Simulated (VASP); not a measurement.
# GaN (I4mm) in VASP: single point with r2SCAN

Aim: the single point of GaN with r2SCAN.

Program: VASP 6.6.1. These are calculated values, not measurements. Logs are shortened: lines on timing, memory, paths and dates and some standing lists are left out, and cuts for length are marked.

### Step 1. The cell of the first run

It takes space group I4mm (No. 107, tetragonal). Conventional cell: a = 3.134 Å, b = 3.134 Å, c = 4.561 Å, α = 90.00°, β = 90.00°, γ = 90.00°. Ga (site symmetry 4mm) has 6 N at 2.15 to 2.41 Å within 2.8 Å. N (site symmetry 4mm) has 6 Ga at 2.15 to 2.41 Å within 2.8 Å.

### Step 2. Single point, r2SCAN (strained and its atoms moved)

Input file POSCAR:

```
GaN
1.0
    0.0000000000      2.2163739300      2.2804309800
    2.2163739300      0.0000000000      2.2804309800
    2.2163739300      2.2163739300      0.0000000000
Ga N
1 1
Direct
    0.0140499758      0.0140499758     -0.0140499758
    0.4859500242      0.4859500242      0.5140499758
```

Input file INCAR.step1:

```
SYSTEM = GaN
ALGO = Normal
EDIFF = 1E-4
ENCUT = 520
GGA = PE
ISMEAR = 0
LASPH = .True.
LCHARG = .False.
LREAL = .False.
LWAVE = .True.
NBANDS = 16
NELM = 80
PREC = Accurate
SIGMA = 0.02
```

Input file INCAR.step2:

```
SYSTEM = GaN
ALGO = Normal
EDIFF = 1E-6
ENCUT = 520
ISIF = 2
ISMEAR = 0
ISTART = 1
LASPH = .True.
LCHARG = .False.
LMIXTAU = .True.
LREAL = .False.
LWAVE = .False.
METAGGA = R2SCAN
NBANDS = 16
NELM = 80
PREC = Accurate
SIGMA = 0.02
```

Input file KPOINTS:

```
k-points
0
Gamma
  12 12 12
  0 0 0
```

Potentials or basis: VASP PAW PBE potentials, release 64 (Ga_d, N).

Run with:

```console
cat potpaw_PBE.64/Ga_d/POTCAR potpaw_PBE.64/N/POTCAR > POTCAR
cp INCAR.step1 INCAR
mpirun -np 1 vasp_std > vasp.out
cp INCAR.step2 INCAR
mpirun -np 1 vasp_std > vasp.out
```

OUTCAR:

```text
SYSTEM = GaN
   EDIFF = 1E-6
   ENCUT = 520
   ISIF = 2
   ISMEAR = 0
   ISTART = 1
   LASPH = .True.
   LREAL = .False.
   METAGGA = R2SCAN
   NELM = 80
   PREC = Accurate

 ion  position               nearest neighbor table
   1  0.014  0.014  0.986-   2 2.15   2 2.22   2 2.22   2 2.22   2 2.22
   2  0.486  0.486  0.514-   1 2.15   1 2.22   1 2.22   1 2.22   1 2.22

  LATTYP: Found a body centered tetragonal cell.
 ALAT       =     3.1344260711
 C/A-ratio  =     1.4550867867

  Lattice vectors:

 A1 = (  -2.2163739300,   0.0000000000,   2.2804309800)
 A2 = (   2.2163739300,   0.0000000000,   2.2804309800)
 A3 = (   0.0000000000,   2.2163739300,  -2.2804309800)

Analysis of symmetry for initial positions (statically):
=====================================================================
 Subroutine PRICEL returns:
 Original cell was already a primitive cell.

 Routine SETGRP: Setting up the symmetry group for a
 body centered tetragonal supercell.

 Subroutine GETGRP returns: Found  8 space group operations
 (whereof  8 operations were pure point group operations)
 out of a pool of 16 trial point group operations.

The static configuration has the point symmetry C_4v.

Analysis of symmetry for dynamics (positions and initial velocities):
=====================================================================
 Subroutine PRICEL returns:
 Original cell was already a primitive cell.

 Routine SETGRP: Setting up the symmetry group for a
 body centered tetragonal supercell.

 Subroutine GETGRP returns: Found  8 space group operations
 (whereof  8 operations were pure point group operations)
 out of a pool of 16 trial point group operations.

The dynamic configuration has the point symmetry C_4v.

 Subroutine INISYM returns: Found  8 space group operations
 (whereof  8 operations are pure point group operations),
 and found     1 'primitive' translations

----------------------------------------------------------------------------------------

                                     Primitive cell

  volume of cell :      22.4044

  direct lattice vectors                    reciprocal lattice vectors
     0.000000000  2.216373930  2.280430980    -0.225593702  0.225593702  0.219256800
     2.216373930  0.000000000  2.280430980     0.225593702 -0.225593702  0.219256800
     2.216373930  2.216373930  0.000000000     0.225593702  0.225593702 -0.219256800

  length of vectors
     3.180043844  3.180043844  3.134426071     0.387115721  0.387115721  0.387115721

  position of ions in fractional coordinates (direct lattice)
     0.014049976  0.014049976  0.985950024
     0.485950024  0.485950024  0.514049976

  ion indices of the primitive-cell ions
   primitive index   ion index
                 1           1
                 2           2

----------------------------------------------------------------------------------------

 KPOINTS: k-points

Automatic generation of k-mesh.
 Grid dimensions read from file:
 generate k-points for:   12   12   12

 Generating k-lattice:

  Cartesian coordinates                     Fractional coordinates (reciprocal lattice)
    -0.018799475  0.018799475  0.018271400     0.083333333  0.000000000  0.000000000
     0.018799475 -0.018799475  0.018271400     0.000000000  0.083333333  0.000000000
     0.018799475  0.018799475 -0.018271400     0.000000000  0.000000000  0.083333333

  Length of vectors
     0.032259643  0.032259643  0.032259643

  Shift w.r.t. Gamma in fractional coordinates (k-lattice)
     0.000000000  0.000000000  0.000000000

 Subroutine IBZKPT returns following result:
 ===========================================

 Found    163 irreducible k-points:

 Following reciprocal coordinates:
            Coordinates               Weight
  0.000000  0.000000  0.000000      1.000000
  0.083333  0.000000  0.000000      8.000000
  0.166667  0.000000  0.000000      8.000000
  0.250000  0.000000  0.000000      8.000000
  0.333333  0.000000  0.000000      8.000000
  0.416667 -0.000000  0.000000      8.000000
[... 16 lines left out ...]
  0.500000  0.166667  0.000000      8.000000
 -0.416667  0.166667  0.000000      8.000000
 [... further k-points ...]
   k-points           NKPTS =    163   k-points in BZ     NKDIM =    163   number of bands    NBANDS=     16
   number of dos      NEDOS =    301   number of ions     NIONS =      2
   total plane-waves  NPLWV =  13824
   dimension x,y,z NGX =    24 NGY =   24 NGZ =   24
   dimension x,y,z NGXF=    48 NGYF=   48 NGZF=   48
   ions per type =               1   1
   NGX,Y,Z   is equivalent  to a cutoff of  12.55, 12.55, 12.73 a.u.
   NGXF,Y,Z  is equivalent  to a cutoff of  25.09, 25.09, 25.46 a.u.
 SYSTEM =  GaN
   PREC   = accura    normal or accurate (medium, high low for compatibility)
   ISTART =      1    job   : 0-new  1-cont  2-samecut
   ICHARG =      0    charge: 1-file 2-atom 10-const
   ISPIN  =      1    spin polarized calculation?
   LNONCOLLINEAR =      F non collinear calculations
   LSORBIT =      F    spin-orbit coupling
   LASPH  =      T    aspherical Exc in radial PAW
   ENCUT  =  520.0 eV  38.22 Ry    6.18 a.u.   5.91  5.91  5.83*2*pi/ulx,y,z
   NELM   =     80;   NELMIN=  2; NELMDL=  0     # of ELM steps
   EDIFF  = 0.1E-05   stopping-criterion for ELM
   LREAL  =      F    real-space projection
   EDIFFG = 0.1E-04   stopping-criterion for IOM
   NSW    =      0    number of steps for IOM
   IBRION =     -1    ionic relax: 0-MD 1-quasi-New 2-CG
   NFREE  =      0    steps in history (QN), initial steepest desc. (CG)
   ISIF   =      2    stress and relaxation
   ISYM   =      2    0-nonsym 1-usesym 2-fastsym
   POTIM  = 0.5000    time-step for ionic-motion
   TEBEG  =    0.0;   TEEND  =   0.0 temperature during run
   PSTRESS=    0.0 pullay stress
   NELECT =      18.0000    total number of electrons
   NUPDOWN=      -1.0000    fix difference up-down
   EMIN   =  10.00;   EMAX   =-10.00  energy-range for DOS
   EFERMI =   0.00;   METHOD = LEGACY
   ISMEAR =     0;   SIGMA  =   0.02  broadening in eV -4-tet -1-fermi 0-gaus
   EFERMI_NEDOS =   21; number of points for ismear=-14 and -15
   IALGO  =     38    algorithm
   IMIX   =      4    mixing-type and parameters
     AMIX     =   0.40;   BMIX     =  1.00
     AMIX_MAG =   1.60;   BMIX_MAG =  1.00
  volume/ion in A,a.u.               =      11.20        75.60
  Fermi-wavevector in a.u.,A,eV,Ry     =   1.521907  2.875986 31.513810  2.316200
  Thomas-Fermi vector in A             =   2.630558
   LORBIT       =      0    0 simple, 1 ext, 2 COOP (PROOUT), +10 PAW based schemes
   METAGGA = R2SCAN    functional components
   LHFCALC =     F    Hartree Fock is set to
   AEXX    =    0.0000 exact exchange contribution
   IVDW    =     0    specifies the selected vdW correction
   LEPSILON=     F    determine dielectric tensor
   LRPA    =     F    only Hartree local field effects (RPA)
 non-spin polarized calculation
 Gauss-broadening in eV      SIGMA  =   0.02
  energy-cutoff  :      520.00
  volume of cell :       22.40
 maximum number of plane-waves:       624
   NGX = 11   NGY = 11   NGZ = 11

 number of electron      17.9999999 magnetization

 Free energy of the ion-electron system (eV)
  ---------------------------------------------------
  ext. energy  EPLUGINS =         0.00000000
  ---------------------------------------------------
  free energy    TOTEN  =       -20.62306350 eV

  energy without entropy =      -20.62303314  energy(sigma->0) =      -20.62304832

 E-fermi :   5.7176     XC(G=0): -13.0971

 val. band max:        5.7164826634   @ k =  -0.1667   0.1667   0.0000
 cond. band min:       5.9286738172   @ k =   0.5000   0.5000   0.0000
 fundamental gap:      0.2121911539
 Fermi energy:         5.7175865495

 k-point     1 :       0.0000    0.0000    0.0000
  band No.  band energies     occupation
      1     -10.8336      2.00000
      2      -8.8458      2.00000
      3      -8.8440      2.00000
      4      -8.8440      2.00000
      5      -8.8250      2.00000
      6      -8.7846      2.00000
[... 8 lines left out ...]
     15      21.1331      0.00000
     16      21.1331      0.00000

 k-point     2 :       0.0833    0.0000    0.0000
  band No.  band energies     occupation
      1     -10.7228      2.00000
      2      -8.8494      2.00000
      3      -8.8408      2.00000
      4      -8.8394      2.00000
      5      -8.8246      2.00000
      6      -8.7908      2.00000
[... 8 lines left out ...]
     15      21.1880      0.00000
     16      21.2080      0.00000

 k-point     3 :       0.1667    0.0000    0.0000
  band No.  band energies     occupation
      1     -10.4020      2.00000
      2      -8.8671      2.00000
      3      -8.8412      2.00000
      4      -8.8411      2.00000
      5      -8.8047      2.00000
      6      -8.7935      2.00000
[... 8 lines left out ...]
     15      21.7527      0.00000
     16      21.8140      0.00000

 k-point     4 :       0.2500    0.0000    0.0000
  band No.  band energies     occupation
      1      -9.9146      2.00000
      2      -8.8936      2.00000
      3      -8.8688      2.00000
      4      -8.8348      2.00000
      5      -8.7716      2.00000
      6      -8.7704      2.00000
[... 8 lines left out ...]
     15      22.9508      0.00000
     16      22.9565      0.00000

 k-point     5 :       0.3333    0.0000    0.0000
  band No.  band energies     occupation
      1      -9.3812      2.00000
      2      -8.9157      2.00000
      3      -8.9020      2.00000
      4      -8.7840      2.00000
      5      -8.7439      2.00000
      6      -8.7286      2.00000
[... 8 lines left out ...]
     15      24.5019      0.00000
     16      24.5633      0.00000

 k-point     6 :       0.4167   -0.0000    0.0000
  band No.  band energies     occupation
      1      -9.0987      2.00000
      2      -8.9270      2.00000
      3      -8.9236      2.00000
      4      -8.7227      2.00000
      5      -8.7193      2.00000
      6      -8.5203      2.00000
[... 8 lines left out ...]
     15      26.3257      0.00000
     16      26.3889      0.00000

 k-point     7 :       0.5000    0.0000    0.0000
  band No.  band energies     occupation
      1      -9.0576      2.00000
      2      -8.9362      2.00000
      3      -8.9240      2.00000
      4      -8.7149      2.00000
      5      -8.7081      2.00000
      6      -8.3365      2.00000
[... 8 lines left out ...]
     15      27.5995      0.00000
     16      27.6456      0.00000

 k-point     8 :       0.0833    0.0833    0.0000
  band No.  band energies     occupation
      1     -10.7017      2.00000
      2      -8.8519      2.00000
      3      -8.8345      2.00000
      4      -8.8345      2.00000
      5      -8.8317      2.00000
      6      -8.7806      2.00000
[... 8 lines left out ...]
     15      22.3645      0.00000
     16      22.3646      0.00000

 k-point     9 :       0.1667    0.0833    0.0000
  band No.  band energies     occupation
      1     -10.4751      2.00000
      2      -8.8578      2.00000
      3      -8.8427      2.00000
      4      -8.8270      2.00000
      5      -8.8073      2.00000
      6      -8.7778      2.00000
[... 8 lines left out ...]
     15      22.5620      0.00000
     16      23.1054      0.00000
[... 172 lines left out ...]
 k-point    19 :       0.1667    0.1667    0.0000
  band No.  band energies     occupation
      1     -10.3701      2.00000
      2      -8.8686      2.00000
      3      -8.8076      2.00000
      4      -8.8076      2.00000
      5      -8.7867      2.00000
      6      -8.7695      2.00000
[... 8 lines left out ...]
     15      24.6833      0.00000
     16      24.6833      0.00000

 k-point    20 :       0.2500    0.1667    0.0000
  band No.  band energies     occupation
      1     -10.1308      2.00000
      2      -8.8760      2.00000
      3      -8.8037      2.00000
      4      -8.8021      2.00000
      5      -8.7554      2.00000
      6      -8.6658      2.00000
[... 8 lines left out ...]
     15      25.1233      0.00000
     16      25.5803      0.00000

 k-point    21 :       0.3333    0.1667    0.0000
  band No.  band energies     occupation
      1      -9.8509      2.00000
      2      -8.8786      2.00000
      3      -8.8246      2.00000
      4      -8.7988      2.00000
      5      -8.7309      2.00000
      6      -8.4192      2.00000
[... 8 lines left out ...]
     15      25.1993      0.00000
     16      26.5015      0.00000

 k-point    22 :       0.4167    0.1667    0.0000
  band No.  band energies     occupation
      1      -9.6310      2.00000
      2      -8.8806      2.00000
      3      -8.8549      2.00000
      4      -8.7909      2.00000
      5      -8.7126      2.00000
      6      -8.0452      2.00000
[... 8 lines left out ...]
     15      25.4239      0.00000
     16      27.7637      0.00000

 k-point    23 :       0.5000    0.1667    0.0000
  band No.  band energies     occupation
      1      -9.4939      2.00000
      2      -8.8836      2.00000
      3      -8.8831      2.00000
      4      -8.7817      2.00000
      5      -8.7082      2.00000
      6      -7.7071      2.00000
[... 8 lines left out ...]
     15      25.3939      0.00000
     16      28.1474      0.00000

 k-point    24 :      -0.4167    0.1667    0.0000
  band No.  band energies     occupation
      1      -9.4155      2.00000
      2      -8.9026      2.00000
      3      -8.8831      2.00000
      4      -8.7812      2.00000
      5      -8.7192      2.00000
      6      -7.6741      2.00000
[... 8 lines left out ...]
     15      25.1789      0.00000
     16      26.3600      0.00000

 [... further k-points ...]

------------------------ aborting loop because EDIFF is reached ----------------------------------------

  FORCE on cell =-STRESS in cart. coord.  units (eV):
  Direction    XX          YY          ZZ          XY          YZ          ZX
  --------------------------------------------------------------------------------------
  -------------------------------------------------------------------------------------
  Total       -3.9490121     -3.9490121     -3.5376037      0.0000000      0.0000000      0.0000000
  in kB     -282.4008819   -282.4008819   -252.9803406      0.0000000      0.0000000      0.0000000
  external PRESSURE =    -272.5940348 kB  Pullay stress =       0.0000000 kB

 VOLUME and BASIS-vectors are now :
 -----------------------------------------------------------------------------
  energy-cutoff  :      520.00
  volume of cell :       22.40
      direct lattice vectors                 reciprocal lattice vectors
     0.000000000  2.216373930  2.280430980    -0.225593702  0.225593702  0.219256800
     2.216373930  0.000000000  2.280430980     0.225593702 -0.225593702  0.219256800
     2.216373930  2.216373930  0.000000000     0.225593702  0.225593702 -0.219256800

 POSITION                                       TOTAL-FORCE (eV/Angst)
 -----------------------------------------------------------------------------------
      2.21637      2.21637      0.06408         0.000000      0.000000      0.252021
      2.21637      2.21637      2.21635         0.000000      0.000000     -0.252021
 -----------------------------------------------------------------------------------
    total drift:                                0.000030      0.000030     -0.015261

  FREE ENERGIE OF THE ION-ELECTRON SYSTEM (eV)
  ---------------------------------------------------
  free  energy   TOTEN  =       -20.6230634969 eV

  energy  without entropy=      -20.6230331414  energy(sigma->0) =      -20.62304832
```

Run time: 2.9 min. Hardware: 1 thread of Intel Xeon 8259CL, shared host; peak memory 0.19 GiB.

Results:

| Property | Result |
| --- | --- |
| Free energy | -20.6231 eV |
| Pressure | -27.3 GPa |
| Largest force | 0.252 eV/Å |
| Band gap on the k mesh | zero (band 9 reaches 5.72 eV, above the bottom of band 10 at 5.70 eV) |

Forces on the atoms (eV/Å):
```
Ga   0.000  0.000  0.252
N    0.000  0.000 -0.252
```

Stress tensor (GPa, compression positive):
```
-28.24   0.00   0.00
  0.00 -28.24   0.00
  0.00   0.00 -25.30
```

Caveat: the cell differs from its parent crystal (strained and its atoms moved); the PAW data sets were made with another functional, which shifts forces and pressure a little.
